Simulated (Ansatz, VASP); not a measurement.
Si4O7 in VASP and in Ansatz

The input INCAR:

```
SYSTEM = Si4O7
ALGO = Normal
EDIFF = 1E-7
ENCUT = 520
GGA = PE
ISIF = 2
ISMEAR = 0
LASPH = .TRUE.
LCHARG = .TRUE.
LELF = .TRUE.
LREAL = .FALSE.
LVHAR = .TRUE.
LWAVE = .FALSE.
NBANDS = 40
NELM = 100
PREC = Accurate
SIGMA = 0.05
```

The input KPOINTS:

```
k-points
0
G
  4 4 4
  0 0 0
```

File POSCAR:

```
Si4O7
1.0
    5.0799801732      0.0000000000      0.0000000000
    0.0000000000      5.0799801732      0.0000000000
    0.0000000000      0.0000000000      7.0914769300
Si O
4 7
Direct
    0.2944292339      0.2944292339      0.0000000000
    0.2055707661      0.7944292339      0.2500000000
    0.7055707661      0.7055707661      0.5000000000
    0.7944292339      0.2055707661      0.7500000000
    0.4053663613      0.7409644515      0.4248320116
    0.7590355485      0.9053663613      0.6748320116
    0.5946336387      0.2590355485      0.9248320116
    0.7409644515      0.4053663613      0.5751679884
    0.7662730624      0.8522176507      0.3874768261
    0.2590355485      0.5946336387      0.0751679884
    0.0946336387      0.2409644515      0.8251679884
```

Input for Ansatz:

```yaml
crystal:
  lattice:
    - [5.0799801732, 0.0, 0.0]
    - [0.0, 5.0799801732, 0.0]
    - [0.0, 0.0, 7.09147693]
  atoms:
    - { symbol: Si, position: [0.2944292339, 0.2944292339, 0.0] }
    - { symbol: Si, position: [0.2055707661, 0.7944292339, 0.25] }
    - { symbol: Si, position: [0.7055707661, 0.7055707661, 0.5] }
    - { symbol: Si, position: [0.7944292339, 0.2055707661, 0.75] }
    - { symbol: O, position: [0.4053663613, 0.7409644515, 0.4248320116] }
    - { symbol: O, position: [0.7590355485, 0.9053663613, 0.6748320116] }
    - { symbol: O, position: [0.5946336387, 0.2590355485, 0.9248320116] }
    - { symbol: O, position: [0.7409644515, 0.4053663613, 0.5751679884] }
    - { symbol: O, position: [0.7662730624, 0.8522176507, 0.3874768261] }
    - { symbol: O, position: [0.2590355485, 0.5946336387, 0.0751679884] }
    - { symbol: O, position: [0.0946336387, 0.2409644515, 0.8251679884] }
basis:
  ecutwfc: 420
kpoints:
  mp_grid: { grid: [4, 4, 4] }
hamiltonian:
  xc: pbe
  pseudopotentials: { kind: paw, azcp: { folder: soft_1 } }
scf:
  occupations: { method: gaussian, width: 0.05 }
output:
  forces: true
  stress: true
  eigenvalues: true
  write_density: true
  write_potential: true
  elf: true
  volumetric_format: npy
```

Change from the starting cell: O vacancy; atom 9 moved -0.125 of the way to it and +0.900 Å across, host rigid.

Alike in both runs: task single point; functional PBE; k mesh 4 × 4 × 4; occupations gaussian, width 0.05 eV; no spin polarisation.

```csv
,VASP,Ansatz
version,VASP 6.6.1,Ansatz 0.2.0
potentials or method,"VASP PAW PBE potentials, release 64 (Si, O), cutoff 520 eV","scalar-relativistic, plane waves, PAW"
valence electrons in the cell,58,58
```

VASP gave:

| Property | Result |
| --- | --- |
| gap on the k mesh at the Fermi level (eV) | 1.53 |
| least direct gap on the mesh (eV) | 1.53 |
| pressure (GPa) | 23.4 |
| traceless stress, the component that is largest in VASP (GPa) | -24.07 |
| rms of the force components (eV/Å) | 16.038 |

**Question.** Which values does Ansatz return?

**Answer.** gap on the k mesh at the Fermi level (eV): 1.56; least direct gap on the mesh (eV): 1.56; pressure (GPa): 25.1; traceless stress, the component that is largest in VASP (GPa): -26.42; rms of the force components (eV/Å): 17.257.

Atom by atom the forces differ by 1.233 eV/Å (rms over components).
